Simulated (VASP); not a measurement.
# CdH6 (Pm-3m) in VASP: relaxation of cell and atoms with PBE

Aim: the relaxation of cell and atoms of CdH6 with PBE.

Everything below comes from runs of VASP 6.6.1. Logs are shortened: lines on timing, memory, paths and dates and some standing lists are left out, and cuts for length are marked.

**1. The cell of the first run**

The structure is cubic, space group Pm-3m (No. 221). Conventional cell: a = 5.966 Å, b = 5.966 Å, c = 5.966 Å, α = 90.00°, β = 90.00°, γ = 90.00°. Within 5.6 Å of Cd (site symmetry m-3m) lie 24 H at 4.24 Å. H (site symmetry 4mm) has 1 H at 0.75 Å within 1.0 Å.

**2. Relaxation of cell and atoms, PBE**

The input, INCAR:

```
SYSTEM = CdH6
  PREC = Accurate
  ENCUT = 630
  EDIFF = 1E-7
  ISMEAR = 0
  SIGMA = 0.01
  LREAL = .FALSE.
  LASPH = .TRUE.
  NELM = 120
  ALGO = Normal
  ISIF = 3
  LWAVE = .FALSE.
  LCHARG = .FALSE.
  GGA = PE
  IBRION = 2
  NSW = 80
  EDIFFG = -0.001
  GGA_COMPAT = .FALSE.
  NELMIN = 4
```

The input, KPOINTS:

```
regular mesh
0
G
  4 4 4
  0 0 0
```

The input, POSCAR:

```
CdH6
1.0
    5.9663094078      0.0000000000      0.0000000000
    0.0000000000      5.9663094078      0.0000000000
    0.0000000000      0.0000000000      5.9663094078
Cd H
1 6
Direct
    0.0000000000      0.0000000000      0.0000000000
    0.0628808557      0.5000000000      0.5000000000
    0.5000000000      0.0628808557      0.5000000000
    0.9371191443      0.5000000000      0.5000000000
    0.5000000000      0.9371191443      0.5000000000
    0.5000000000      0.5000000000      0.0628808557
    0.5000000000      0.5000000000      0.9371191443
```

Potentials or basis: VASP PAW PBE potentials, release 64 (Cd_sv_GW, H).

Command:

```bash
$ cat potpaw_PBE.64/Cd_sv_GW/POTCAR potpaw_PBE.64/H/POTCAR > POTCAR
$ mpirun -np 1 vasp_std > vasp.out
```

OUTCAR:

```text
SYSTEM = CdH6
   PREC = Accurate
   ENCUT = 630
   EDIFF = 1E-7
   ISMEAR = 0
   LREAL = .FALSE.
   LASPH = .TRUE.
   NELM = 120
   ISIF = 3
   GGA = PE
   IBRION = 2
   NSW = 80
   EDIFFG = -0.001
   NELMIN = 4

 ion  position               nearest neighbor table
   1  0.000  0.000  0.000-
   2  0.063  0.500  0.500-   4 0.75
   3  0.500  0.063  0.500-   5 0.75
   4  0.937  0.500  0.500-   2 0.75
   5  0.500  0.937  0.500-   3 0.75
   6  0.500  0.500  0.063-   7 0.75
   7  0.500  0.500  0.937-   6 0.75

  LATTYP: Found a simple cubic cell.
 ALAT       =     5.9663094078

  Lattice vectors:

 A1 = (   5.9663094078,   0.0000000000,   0.0000000000)
 A2 = (   0.0000000000,   5.9663094078,   0.0000000000)
 A3 = (   0.0000000000,   0.0000000000,   5.9663094078)

Analysis of symmetry for initial positions (statically):
=====================================================================
 Subroutine PRICEL returns:
 Original cell was already a primitive cell.

 Routine SETGRP: Setting up the symmetry group for a
 simple cubic supercell.

 Subroutine GETGRP returns: Found 48 space group operations
 (whereof 48 operations were pure point group operations)
 out of a pool of 48 trial point group operations.

The static configuration has the point symmetry O_h .

Analysis of symmetry for dynamics (positions and initial velocities):
=====================================================================
 Subroutine PRICEL returns:
 Original cell was already a primitive cell.

 Routine SETGRP: Setting up the symmetry group for a
 simple cubic supercell.

 Subroutine GETGRP returns: Found 48 space group operations
 (whereof 48 operations were pure point group operations)
 out of a pool of 48 trial point group operations.

The dynamic configuration has the point symmetry O_h .

 Subroutine INISYM returns: Found 48 space group operations
 (whereof 48 operations are pure point group operations),
 and found     1 'primitive' translations

----------------------------------------------------------------------------------------

                                     Primitive cell

  volume of cell :     212.3818

  direct lattice vectors                    reciprocal lattice vectors
     5.966309408  0.000000000  0.000000000     0.167607801  0.000000000  0.000000000
     0.000000000  5.966309408  0.000000000     0.000000000  0.167607801  0.000000000
     0.000000000  0.000000000  5.966309408     0.000000000  0.000000000  0.167607801

  length of vectors
     5.966309408  5.966309408  5.966309408     0.167607801  0.167607801  0.167607801

  position of ions in fractional coordinates (direct lattice)
     0.000000000  0.000000000  0.000000000
     0.062880856  0.500000000  0.500000000
     0.500000000  0.062880856  0.500000000
     0.937119144  0.500000000  0.500000000
     0.500000000  0.937119144  0.500000000
     0.500000000  0.500000000  0.062880856
     0.500000000  0.500000000  0.937119144

  ion indices of the primitive-cell ions
   primitive index   ion index
                 1           1
                 2           2
                 3           3
                 4           4
                 5           5
                 6           6
                 7           7

----------------------------------------------------------------------------------------

 KPOINTS: regular mesh

Automatic generation of k-mesh.
 Grid dimensions read from file:
 generate k-points for:    4    4    4

 Generating k-lattice:

  Cartesian coordinates                     Fractional coordinates (reciprocal lattice)
     0.041901950  0.000000000  0.000000000     0.250000000  0.000000000  0.000000000
     0.000000000  0.041901950  0.000000000     0.000000000  0.250000000  0.000000000
     0.000000000  0.000000000  0.041901950     0.000000000  0.000000000  0.250000000

  Length of vectors
     0.041901950  0.041901950  0.041901950

  Shift w.r.t. Gamma in fractional coordinates (k-lattice)
     0.000000000  0.000000000  0.000000000

 Subroutine IBZKPT returns following result:
 ===========================================

 Found     10 irreducible k-points:

 Following reciprocal coordinates:
            Coordinates               Weight
  0.000000  0.000000  0.000000      1.000000
  0.250000  0.000000  0.000000      6.000000
  0.500000  0.000000  0.000000      3.000000
  0.250000  0.250000  0.000000     12.000000
  0.500000  0.250000  0.000000     12.000000
  0.500000  0.500000  0.000000      3.000000
  0.250000  0.250000  0.250000      8.000000
  0.500000  0.250000  0.250000     12.000000
  0.500000  0.500000  0.250000      6.000000
  0.500000  0.500000  0.500000      1.000000
   k-points           NKPTS =     10   k-points in BZ     NKDIM =     10   number of bands    NBANDS=     17
   number of dos      NEDOS =    301   number of ions     NIONS =      7
   total plane-waves  NPLWV = 125000
   dimension x,y,z NGX =    50 NGY =   50 NGZ =   50
   dimension x,y,z NGXF=   100 NGYF=  100 NGZF=  100
   ions per type =               1   6
   NGX,Y,Z   is equivalent  to a cutoff of  13.93, 13.93, 13.93 a.u.
   NGXF,Y,Z  is equivalent  to a cutoff of  27.86, 27.86, 27.86 a.u.
 SYSTEM =  CdH6
   PREC   = accura    normal or accurate (medium, high low for compatibility)
   ISTART =      0    job   : 0-new  1-cont  2-samecut
   ICHARG =      2    charge: 1-file 2-atom 10-const
   ISPIN  =      1    spin polarized calculation?
   LNONCOLLINEAR =      F non collinear calculations
   LSORBIT =      F    spin-orbit coupling
   LASPH  =      T    aspherical Exc in radial PAW
   ENCUT  =  630.0 eV  46.30 Ry    6.80 a.u.  12.21 12.21 12.21*2*pi/ulx,y,z
   NELM   =    120;   NELMIN=  4; NELMDL= -5     # of ELM steps
   EDIFF  = 0.1E-06   stopping-criterion for ELM
   LREAL  =      F    real-space projection
   EDIFFG = -.1E-02   stopping-criterion for IOM
   NSW    =     80    number of steps for IOM
   IBRION =      2    ionic relax: 0-MD 1-quasi-New 2-CG
   NFREE  =      1    steps in history (QN), initial steepest desc. (CG)
   ISIF   =      3    stress and relaxation
   ISYM   =      2    0-nonsym 1-usesym 2-fastsym
   POTIM  = 0.5000    time-step for ionic-motion
   TEBEG  =    0.0;   TEEND  =   0.0 temperature during run
   PSTRESS=    0.0 pullay stress
   NELECT =      26.0000    total number of electrons
   NUPDOWN=      -1.0000    fix difference up-down
   EMIN   =  10.00;   EMAX   =-10.00  energy-range for DOS
   EFERMI =   0.00;   METHOD = LEGACY
   ISMEAR =     0;   SIGMA  =   0.01  broadening in eV -4-tet -1-fermi 0-gaus
   EFERMI_NEDOS =   21; number of points for ismear=-14 and -15
   IALGO  =     38    algorithm
   IMIX   =      4    mixing-type and parameters
     AMIX     =   0.40;   BMIX     =  1.00
     AMIX_MAG =   1.60;   BMIX_MAG =  1.00
  volume/ion in A,a.u.               =      30.34       204.75
  Fermi-wavevector in a.u.,A,eV,Ry     =   0.812881  1.536122  8.990391  0.660775
  Thomas-Fermi vector in A             =   1.922504
   LORBIT       =      0    0 simple, 1 ext, 2 COOP (PROOUT), +10 PAW based schemes
   GGA     = PE    functional components
   LHFCALC =     F    Hartree Fock is set to
   AEXX    =    0.0000 exact exchange contribution
   IVDW    =     0    specifies the selected vdW correction
   LEPSILON=     F    determine dielectric tensor
   LRPA    =     F    only Hartree local field effects (RPA)
 conjugate gradient relaxation of ions
 non-spin polarized calculation
 Gauss-broadening in eV      SIGMA  =   0.01
  energy-cutoff  :      630.00
  volume of cell :      212.38
 maximum number of plane-waves:      7689
 NGX is ok and might be reduce to    50
   NGX = 25   NGY = 25   NGZ = 25

--------------------------------------- Ionic step        1  -------------------------------------------

 number of electron      25.9999988 magnetization

 Free energy of the ion-electron system (eV)
  ---------------------------------------------------
  ext. energy  EPLUGINS =         0.00000000
  ---------------------------------------------------
  free energy    TOTEN  =       -20.43055198 eV

  energy without entropy =      -20.43055198  energy(sigma->0) =      -20.43055198

------------------------ aborting loop because EDIFF is reached ----------------------------------------

  FORCE on cell =-STRESS in cart. coord.  units (eV):
  Direction    XX          YY          ZZ          XY          YZ          ZX
  --------------------------------------------------------------------------------------
  -------------------------------------------------------------------------------------
  Total       -0.0376927     -0.0376927     -0.0376927     -0.0000000     -0.0000000      0.0000000
  in kB       -0.2843485     -0.2843485     -0.2843485     -0.0000000     -0.0000000      0.0000000
  external PRESSURE =      -0.2843485 kB  Pullay stress =       0.0000000 kB
[... 272 lines left out ...]
  energy  without entropy=      -20.4307032691  energy(sigma->0) =      -20.43070327

--------------------------------------- Ionic step        8  -------------------------------------------

 number of electron      25.9999986 magnetization

 Free energy of the ion-electron system (eV)
  ---------------------------------------------------
  ext. energy  EPLUGINS =         0.00000000
  ---------------------------------------------------
  free energy    TOTEN  =       -20.43074610 eV

  energy without entropy =      -20.43074610  energy(sigma->0) =      -20.43074610

 E-fermi :  -3.7040     XC(G=0):  -4.5289

 val. band max:       -3.8136616289   @ k =   0.5000   0.5000   0.5000
 cond. band min:      -0.0572822210   @ k =   0.5000   0.5000   0.5000
 fundamental gap:      3.7563794079
 Fermi energy:        -3.7040353940

 k-point     1 :       0.0000    0.0000    0.0000
  band No.  band energies     occupation
      1    -104.2267      2.00000
      2     -65.2758      2.00000
      3     -65.2758      2.00000
      4     -65.2758      2.00000
      5     -10.0706      2.00000
      6     -10.0706      2.00000
[... 9 lines left out ...]
     16       0.6236      0.00000
     17       2.9213      0.00000
[... 212 lines left out ...]
  FREE ENERGIE OF THE ION-ELECTRON SYSTEM (eV)
  ---------------------------------------------------
  free  energy   TOTEN  =       -20.4307461041 eV

  energy  without entropy=      -20.4307461041  energy(sigma->0) =      -20.43074610

 reached required accuracy - stopping structural energy minimisation
```

Run time: 4.7 min. Hardware: 1 thread of Intel Xeon Platinum 8259CL at 2.50GHz (Skylake/Cascade Lake), shared host; peak memory 0.41 GiB.

Results:

```yaml
Free_energy: -20.4307 eV
Relaxed_volume: 29.82 Å³/atom
Relaxed_cell: a = 5.932 Å, b = 5.932 Å, c = 5.932 Å, α = 90.00°, β = 90.00°, γ = 90.00°
Space_group_after_relaxing_to_0.1_Å: Pm-3m (No. 221)
Energy_gained_by_relaxing: 0.0 meV/atom
Ionic_steps: 8
Pressure_after_relaxing: 0.0 GPa
Band_gap_on_the_k_mesh: 3.76 eV
```

Step by step:
```tsv
step	energy change (eV)	largest force (eV/Å)	pressure (GPa)	volume (Å³)
1	0.0000	0.0224	-0.03	212.38
2	0.0001	0.0594	0.02	212.22
3	0.0000	0.0024	-0.01	212.33
4	0.0000	0.0023	-0.01	212.25
5	-0.0001	0.0021	-0.01	212.02
6	-0.0001	0.0017	-0.01	211.55
7	-0.0002	0.0009	-0.01	210.61
8	-0.0002	0.0003	0.00	208.74
```

Final structure:
```cif
data_structure
_symmetry_space_group_name_H-M 'P 1'
_symmetry_Int_Tables_number 1
_cell_length_a 5.9320
_cell_length_b 5.9320
_cell_length_c 5.9320
_cell_angle_alpha 90.000
_cell_angle_beta 90.000
_cell_angle_gamma 90.000
_cell_volume 208.74
loop_
_atom_site_label
_atom_site_type_symbol
_atom_site_fract_x
_atom_site_fract_y
_atom_site_fract_z
_atom_site_occupancy
Cd1 Cd 0.00000 0.00000 0.00000 1
H1 H 0.06319 0.50000 0.50000 1
H2 H 0.50000 0.06319 0.50000 1
H3 H 0.93681 0.50000 0.50000 1
H4 H 0.50000 0.93681 0.50000 1
H5 H 0.50000 0.50000 0.06319 1
H6 H 0.50000 0.50000 0.93681 1
```

Levels at points of the mesh, in eV from the valence-band top:
```tsv
k point	band 10	band 11	band 12	band 13	band 14	band 15	band 16	band 17
(0.00, 0.00, 0.00)	-5.33	-4.96	-4.96	-0.21	4.44	4.44	4.44	6.73
(0.50, 0.00, 0.00)	-5.20	-5.08	-4.96	-0.22	4.03	4.99	4.99	5.92
(0.50, 0.50, 0.00)	-5.07	-5.07	-5.07	-0.17	3.98	3.98	4.53	5.32
(0.50, 0.50, 0.50)	-5.06	-5.06	-5.06	0.00	3.76	3.76	3.76	3.99
```

A k mesh can miss the band edges.
